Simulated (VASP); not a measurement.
# PtS2 (P1) in VASP: a series of runs

The runs below take PtS2 through single point, with PBEsol.

All numbers are computed with VASP 6.6.1; they aren't measurements. Logs are shortened: lines on timing, memory, paths and dates and some standing lists are left out, and cuts for length are marked.

## 1. The cell of the first run

The typed cell holds 3 atoms: a = 3.543 Å, b = 3.543 Å, c = 5.039 Å, α = 90.00°, β = 90.00°, γ = 120.00°.

## 2. Single point, PBEsol (atom 2 (S) moved by (+0.300, +0.300) A along [1 1 0] and z)

INCAR reads:

```
SYSTEM = PtS2
PREC = Accurate
ENCUT = 520
EDIFF = 1E-6
ISMEAR = 0
SIGMA = 0.05
LREAL = .False.
LASPH = .True.
NELM = 80
ALGO = Normal
ISIF = 2
LWAVE = .False.
LCHARG = .True.
GGA = PS
LELF = .True.
LVHAR = .True.
NBANDS = 18
```

KPOINTS reads:

```
regular mesh
0
Gamma
  12 12 8
  0 0 0
```

POSCAR reads:

```
PtS2
1.0
    3.5431994758      0.0000000000      0.0000000000
   -1.7715997379      3.0685007567      0.0000000000
    0.0000000000      0.0000000000      5.0388000000
Pt S
1 2
Direct
    0.0000000000      0.0000000000      0.0000000000
    0.4277695974      0.7357988101      0.3095379852
    0.6666666667      0.3333333333      0.7500000000
```

Potentials or basis: VASP PAW PBE potentials, release 64 (Pt, S).

Command:

```console
$ cat potpaw_PBE.64/Pt/POTCAR potpaw_PBE.64/S/POTCAR > POTCAR
$ mpirun -np 1 vasp_std > vasp.out
```

OUTCAR:

```text
SYSTEM = PtS2
   PREC = Accurate
   ENCUT = 520
   EDIFF = 1E-6
   ISMEAR = 0
   LREAL = .False.
   LASPH = .True.
   NELM = 80
   ISIF = 2
   GGA = PS

 ion  position               nearest neighbor table
   1  0.000  0.000  0.000-   2 2.35   3 2.40   3 2.40   3 2.40   2 2.65   2 2.75
   2  0.428  0.736  0.310-   1 2.35   1 2.65   1 2.75
   3  0.667  0.333  0.750-   1 2.40   1 2.40   1 2.40

  LATTYP: Found a hexagonal cell.
 ALAT       =     3.5431994758
 C/A-ratio  =     1.4221045229

  Lattice vectors:

 A1 = (   3.5431994758,   0.0000000000,   0.0000000000)
 A2 = (  -1.7715997379,   3.0685007567,   0.0000000000)
 A3 = (   0.0000000000,   0.0000000000,   5.0388000000)

Analysis of symmetry for initial positions (statically):
=====================================================================
 Subroutine PRICEL returns:
 Original cell was already a primitive cell.

 Routine SETGRP: Setting up the symmetry group for a
 hexagonal supercell.

 Subroutine GETGRP returns: Found  1 space group operations
 (whereof  1 operations were pure point group operations)
 out of a pool of 24 trial point group operations.

The static configuration has the point symmetry C_1 .

Analysis of symmetry for dynamics (positions and initial velocities):
=====================================================================
 Subroutine PRICEL returns:
 Original cell was already a primitive cell.

 Routine SETGRP: Setting up the symmetry group for a
 hexagonal supercell.

 Subroutine GETGRP returns: Found  1 space group operations
 (whereof  1 operations were pure point group operations)
 out of a pool of 24 trial point group operations.

The dynamic configuration has the point symmetry C_1 .

 Subroutine INISYM returns: Found  1 space group operations
 (whereof  1 operations are pure point group operations),
 and found     1 'primitive' translations

----------------------------------------------------------------------------------------

                                     Primitive cell

  volume of cell :      54.7834

  direct lattice vectors                    reciprocal lattice vectors
     3.543199476  0.000000000  0.000000000     0.282230794  0.162946025  0.000000000
    -1.771599738  3.068500757  0.000000000     0.000000000  0.325892049  0.000000000
     0.000000000  0.000000000  5.038800000     0.000000000  0.000000000  0.198459951

  length of vectors
     3.543199476  3.543199476  5.038800000     0.325892049  0.325892049  0.198459951

  position of ions in fractional coordinates (direct lattice)
     0.000000000  0.000000000  0.000000000
     0.427769597  0.735798810  0.309537985
     0.666666667  0.333333333  0.750000000

  ion indices of the primitive-cell ions
   primitive index   ion index
                 1           1
                 2           2
                 3           3

----------------------------------------------------------------------------------------

 KPOINTS: regular mesh

Automatic generation of k-mesh.
 Grid dimensions read from file:
 generate k-points for:   12   12    8

 Generating k-lattice:

  Cartesian coordinates                     Fractional coordinates (reciprocal lattice)
     0.023519233  0.013578835  0.000000000     0.083333333  0.000000000  0.000000000
     0.000000000  0.027157671  0.000000000     0.000000000  0.083333333  0.000000000
     0.000000000  0.000000000  0.024807494     0.000000000  0.000000000  0.125000000

  Length of vectors
     0.027157671  0.027157671  0.024807494

  Shift w.r.t. Gamma in fractional coordinates (k-lattice)
     0.000000000  0.000000000  0.000000000

 Subroutine IBZKPT returns following result:
 ===========================================

 Found    580 irreducible k-points:

 Following reciprocal coordinates:
            Coordinates               Weight
  0.000000  0.000000  0.000000      1.000000
  0.083333  0.000000  0.000000      2.000000
  0.000000  0.083333  0.000000      2.000000
 -0.083333  0.083333  0.000000      2.000000
  0.166667  0.000000  0.000000      2.000000
  0.000000  0.166667  0.000000      2.000000
[... 16 lines left out ...]
  0.166667  0.083333  0.000000      2.000000
 -0.083333  0.250000  0.000000      2.000000
 [... further k-points ...]
   k-points           NKPTS =    580   k-points in BZ     NKDIM =    580   number of bands    NBANDS=     18
   number of dos      NEDOS =    301   number of ions     NIONS =      3
   total plane-waves  NPLWV =  31360
   dimension x,y,z NGX =    28 NGY =   28 NGZ =   40
   dimension x,y,z NGXF=    56 NGYF=   56 NGZF=   80
   ions per type =               1   2
   NGX,Y,Z   is equivalent  to a cutoff of  13.14, 13.14, 13.20 a.u.
   NGXF,Y,Z  is equivalent  to a cutoff of  26.28, 26.28, 26.39 a.u.
 SYSTEM =  PtS2
   PREC   = accura    normal or accurate (medium, high low for compatibility)
   ISTART =      0    job   : 0-new  1-cont  2-samecut
   ICHARG =      2    charge: 1-file 2-atom 10-const
   ISPIN  =      1    spin polarized calculation?
   LNONCOLLINEAR =      F non collinear calculations
   LSORBIT =      F    spin-orbit coupling
   LASPH  =      T    aspherical Exc in radial PAW
   ENCUT  =  520.0 eV  38.22 Ry    6.18 a.u.   6.59  6.59  9.37*2*pi/ulx,y,z
   NELM   =     80;   NELMIN=  2; NELMDL= -5     # of ELM steps
   EDIFF  = 0.1E-05   stopping-criterion for ELM
   LREAL  =      F    real-space projection
   EDIFFG = 0.1E-04   stopping-criterion for IOM
   NSW    =      0    number of steps for IOM
   IBRION =     -1    ionic relax: 0-MD 1-quasi-New 2-CG
   NFREE  =      0    steps in history (QN), initial steepest desc. (CG)
   ISIF   =      2    stress and relaxation
   ISYM   =      2    0-nonsym 1-usesym 2-fastsym
   POTIM  = 0.5000    time-step for ionic-motion
   TEBEG  =    0.0;   TEEND  =   0.0 temperature during run
   PSTRESS=    0.0 pullay stress
   NELECT =      22.0000    total number of electrons
   NUPDOWN=      -1.0000    fix difference up-down
   EMIN   =  10.00;   EMAX   =-10.00  energy-range for DOS
   EFERMI =   0.00;   METHOD = LEGACY
   ISMEAR =     0;   SIGMA  =   0.05  broadening in eV -4-tet -1-fermi 0-gaus
   EFERMI_NEDOS =   21; number of points for ismear=-14 and -15
   IALGO  =     38    algorithm
   IMIX   =      4    mixing-type and parameters
     AMIX     =   0.40;   BMIX     =  1.00
     AMIX_MAG =   1.60;   BMIX_MAG =  1.00
  volume/ion in A,a.u.               =      18.26       123.23
  Fermi-wavevector in a.u.,A,eV,Ry     =   1.207812  2.282434 19.848319  1.458810
  Thomas-Fermi vector in A             =   2.343439
   LORBIT       =      0    0 simple, 1 ext, 2 COOP (PROOUT), +10 PAW based schemes
   GGA     = PS    functional components
   LHFCALC =     F    Hartree Fock is set to
   AEXX    =    0.0000 exact exchange contribution
   IVDW    =     0    specifies the selected vdW correction
   LEPSILON=     F    determine dielectric tensor
   LRPA    =     F    only Hartree local field effects (RPA)
 non-spin polarized calculation
 Gauss-broadening in eV      SIGMA  =   0.05
  energy-cutoff  :      520.00
  volume of cell :       54.78
 maximum number of plane-waves:      1507
   NGX = 13   NGY = 13   NGZ = 19

 number of electron      22.0000001 magnetization

 Free energy of the ion-electron system (eV)
  ---------------------------------------------------
  ext. energy  EPLUGINS =         0.00000000
  ---------------------------------------------------
  free energy    TOTEN  =       -16.23749273 eV

  energy without entropy =      -16.23667950  energy(sigma->0) =      -16.23708612

 E-fermi :   6.7886     XC(G=0): -11.0018

 val. band max:        6.7816363772   @ k =   0.0833  -0.0833   0.1250
 cond. band min:       6.7886594791   @ k =   0.1667  -0.1667   0.2500
 fundamental gap:      0.0070231019
 Fermi energy:         6.7886180531

 k-point     1 :       0.0000    0.0000    0.0000
  band No.  band energies     occupation
      1      -8.3559      2.00000
      2      -5.5156      2.00000
      3      -0.4173      2.00000
      4       0.8769      2.00000
      5       1.0394      2.00000
      6       3.0709      2.00000
[... 10 lines left out ...]
     17      15.6150      0.00000
     18      17.9282      0.00000

 k-point     2 :       0.0833    0.0000    0.0000
  band No.  band energies     occupation
      1      -8.2762      2.00000
      2      -5.5366      2.00000
      3      -0.3159      2.00000
      4       0.9205      2.00000
      5       1.0909      2.00000
      6       2.9259      2.00000
[... 10 lines left out ...]
     17      15.3477      0.00000
     18      17.0829      0.00000

 k-point     3 :       0.0000    0.0833    0.0000
  band No.  band energies     occupation
      1      -8.2783      2.00000
      2      -5.5302      2.00000
      3      -0.3228      2.00000
      4       0.9009      2.00000
      5       1.0646      2.00000
      6       2.9754      2.00000
[... 10 lines left out ...]
     17      15.7441      0.00000
     18      17.6237      0.00000

 k-point     4 :      -0.0833    0.0833    0.0000
  band No.  band energies     occupation
      1      -8.2772      2.00000
      2      -5.5325      2.00000
      3      -0.3199      2.00000
      4       0.8945      2.00000
      5       1.0816      2.00000
      6       2.9314      2.00000
[... 375 lines left out ...]
      4       0.9962      2.00000
      5       1.1622      2.00000
      6       2.7054      2.00000
[... 10 lines left out ...]
     17      15.6106      0.00000
     18      16.2590      0.00000

 k-point    23 :       0.1667    0.0833    0.0000
  band No.  band energies     occupation
      1      -7.8356      2.00000
      2      -5.6336      2.00000
      3       0.2386      2.00000
      4       1.0724      2.00000
      5       1.3009      2.00000
      6       2.1674      2.00000
[... 10 lines left out ...]
     17      15.3033      0.00000
     18      16.0156      0.00000

 k-point    24 :      -0.0833    0.2500    0.0000
  band No.  band energies     occupation
      1      -7.8428      2.00000
      2      -5.6141      2.00000
      3       0.1739      2.00000
      4       0.9104      2.00000
      5       1.2984      2.00000
      6       2.3418      2.00000
[... 10 lines left out ...]
     17      15.8741      0.00000
     18      16.1608      0.00000

 [... further k-points ...]

------------------------ aborting loop because EDIFF is reached ----------------------------------------

  FORCE on cell =-STRESS in cart. coord.  units (eV):
  Direction    XX          YY          ZZ          XY          YZ          ZX
  --------------------------------------------------------------------------------------
  -------------------------------------------------------------------------------------
  Total       -2.0131116     -2.2397139     -4.6250933      0.4876446     -0.7766024     -1.3106381
  in kB      -58.8748051    -65.5019412   -135.2639684     14.2614939    -22.7122615    -38.3304935
  external PRESSURE =     -86.5469049 kB  Pullay stress =       0.0000000 kB

 VOLUME and BASIS-vectors are now :
 -----------------------------------------------------------------------------
  energy-cutoff  :      520.00
  volume of cell :       54.78
      direct lattice vectors                 reciprocal lattice vectors
     3.543199476  0.000000000  0.000000000     0.282230794  0.162946025  0.000000000
    -1.771599738  3.068500757  0.000000000     0.000000000  0.325892049  0.000000000
     0.000000000  0.000000000  5.038800000     0.000000000  0.000000000  0.198459951

 POSITION                                       TOTAL-FORCE (eV/Angst)
 -----------------------------------------------------------------------------------
      0.00000      0.00000      0.00000         1.062080      0.841005      1.273606
      0.21213      2.25780      1.55970        -1.102186     -0.739492     -2.041767
      1.77160      1.02283      3.77910         0.040106     -0.101513      0.768161
 -----------------------------------------------------------------------------------
    total drift:                                0.000146      0.000027      0.000061

  FREE ENERGIE OF THE ION-ELECTRON SYSTEM (eV)
  ---------------------------------------------------
  free  energy   TOTEN  =       -16.2374927300 eV

  energy  without entropy=      -16.2366795017  energy(sigma->0) =      -16.23708612
```

Wall time 3.1 min (1 thread of Intel Xeon 6975P-C (Granite Rapids), shared host); peak memory 0.61 GiB.

Results:

| Item | Value |
| --- | --- |
| Free energy | -16.2375 eV |
| Pressure | -8.7 GPa |
| Largest force | 2.435 eV/Å |
| Band gap on the k mesh | zero (bands 11 and 12 overlap by 0.24 eV) |

Forces on the atoms (eV/Å):
```
Pt   1.062  0.841  1.274
S   -1.102 -0.739 -2.042
S    0.040 -0.102  0.768
```

Caveat: the cell differs from its parent crystal (atom 2 (S) moved by (+0.300, +0.300) A along [1 1 0] and z); the cell stands under tension; the PAW data sets were made with another functional, which shifts forces and pressure a little; spin-orbit coupling is left out, which moves the levels of the heavy elements.

(Part 1 of 2 ends here.)
